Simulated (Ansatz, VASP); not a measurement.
# ScAl3 in VASP and in Ansatz

```
CELL_PARAMETERS angstrom
4.08603 0.00000 0.00000
0.00000 4.08603 0.00000
0.00000 0.00000 4.08603
ATOMIC_POSITIONS crystal
Al 0.00000 0.50000 0.50000
Al 0.50000 0.00000 0.50000
Al 0.50000 0.50000 0.00000
Sc 0.00000 0.00000 0.00000
```

Alike in both runs: functional r2SCAN; k mesh 16 × 16 × 16; occupations gaussian, width 0.1 eV; no spin polarisation.

Ansatz relaxed the structure, and its values are those at the end. VASP's run is a single point on that final structure, the one shown.

|  | VASP | Ansatz |
| --- | --- | --- |
| version | VASP 6.6.1 | Ansatz 0.2.0 |
| potentials or method | VASP PAW PBE potentials, release 64 (Al, Sc_sv) | scalar-relativistic, plane waves, PAW |
| plane-wave cutoff (eV) | 520 | 500 |
| valence electrons in the cell | 20 | 20 |

```tsv
	VASP	Ansatz	Ansatz less VASP
gap on the k mesh at the Fermi level (eV)	none	none	-
pressure (GPa)	0.0	0.0	0.00
```

VASP's potentials were made for PBE, not for r2SCAN. A gap of «none» marks a metal or a gap that the smearing closes.
